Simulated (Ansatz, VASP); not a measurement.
AlGa3N4: VASP beside Ansatz

File POSCAR:

```
AlGa3N4
1.0
    4.4716853600      0.0000000000      0.0000000000
    0.0000000000      4.4716853600      0.0000000000
    0.0000000000      0.0000000000      4.4716853600
Al Ga N
1 3 4
Direct
    0.0000000000      0.0000000000      0.0000000000
    0.5000000000      0.5000000000      0.0000000000
    0.5000000000      0.0000000000      0.5000000000
    0.0000000000      0.5000000000      0.5000000000
    0.7557144200      0.7557144200      0.2442855800
    0.7557144200      0.2442855800      0.7557144200
    0.2442855800      0.7557144200      0.7557144200
    0.2442855800      0.2442855800      0.2442855800
```

The input INCAR.step1:

```
SYSTEM = AlGa3N4
PREC     = Accurate       ! precision mode
ENCUT    = 600            ! plane-wave cutoff, eV
ISMEAR   = 0              ! smearing method
SIGMA    = 0.02           ! smearing width, eV
LREAL    = .False.        ! projectors in reciprocal space
LASPH    = .True.         ! aspherical terms in the spheres
NELM     = 80             ! most SCF steps
GGA      = PE             ! functional
ALGO     = Normal         ! electronic algorithm
EDIFF    = 1E-4           ! SCF threshold, eV
LWAVE    = .True.         ! write WAVECAR
LCHARG   = .False.        ! write CHGCAR
LUSENCCL = .False.
```

The input INCAR.step2:

```
SYSTEM = AlGa3N4
PREC     = Accurate       ! precision mode
ENCUT    = 600            ! plane-wave cutoff, eV
EDIFF    = 1E-7           ! SCF threshold, eV
ISMEAR   = 0              ! smearing method
SIGMA    = 0.02           ! smearing width, eV
LREAL    = .False.        ! projectors in reciprocal space
LASPH    = .True.         ! aspherical terms in the spheres
NELM     = 80             ! most SCF steps
ALGO     = Normal         ! electronic algorithm
ISIF     = 3              ! what is computed and relaxed
LWAVE    = .False.        ! write WAVECAR
LCHARG   = .False.        ! write CHGCAR
METAGGA  = R2SCAN         ! meta-GGA
LMIXTAU  = .True.       
IBRION   = 2              ! ionic algorithm
NSW      = 100            ! ionic steps
EDIFFG   = -0.005         ! ionic threshold
ISTART   = 1            
LUSENCCL = .False.
```

The input KPOINTS:

```
regular mesh
0
Gamma
  6 6 6
  0 0 0
```

Input for Ansatz:

```yaml
crystal:
  lattice:
    - [4.47168536, 0.0, 0.0]
    - [0.0, 4.47168536, 0.0]
    - [0.0, 0.0, 4.47168536]
  atoms:
    - { symbol: Al, position: [0.0, 0.0, 0.0] }
    - { symbol: Ga, position: [0.5, 0.5, 0.0] }
    - { symbol: Ga, position: [0.5, 0.0, 0.5] }
    - { symbol: Ga, position: [0.0, 0.5, 0.5] }
    - { symbol: "N", position: [0.75571442, 0.75571442, 0.24428558] }
    - { symbol: "N", position: [0.75571442, 0.24428558, 0.75571442] }
    - { symbol: "N", position: [0.24428558, 0.75571442, 0.75571442] }
    - { symbol: "N", position: [0.24428558, 0.24428558, 0.24428558] }
basis:
  ecutwfc: 500
kpoints:
  mp_grid: { grid: [6, 6, 6] }
hamiltonian:
  xc: r2scan
scf:
  occupations: { method: gaussian, width: 0.02 }
output:
  forces: true
  stress: true
  eigenvalues: true
  write_density: true
  write_potential: true
  elf: true
  volumetric_format: npy
relax:
  adjacent_minimum: "off"
  f_tol: 0.005
  max_steps: 80
  cell: { stress_tol: 0.05 }
```

Alike in both runs: task relaxation of cell and atoms; functional r2SCAN; k mesh 6 × 6 × 6; occupations gaussian, width 0.02 eV; no spin polarisation.

```csv
,VASP,Ansatz
version,VASP 6.6.1,Ansatz 0.2.0
potentials or method,"VASP PAW PBE potentials, release 64 (Al, Ga_d, N), cutoff 600 eV","scalar-relativistic, plane waves, PAW"
valence electrons in the cell,62,62
```

```csv
,VASP,Ansatz,Ansatz less VASP
"gap on the k mesh at the Fermi level, each at its own relaxed structure (eV)",2.80,2.82,+0.021
relaxed volume (Å³/atom),11.17,11.13,-0.036
relaxed length of the cell vector where the two differ most in proportion (Å),4.470,4.465,-0.0049
```

VASP's potentials were made for PBE, not for r2SCAN.
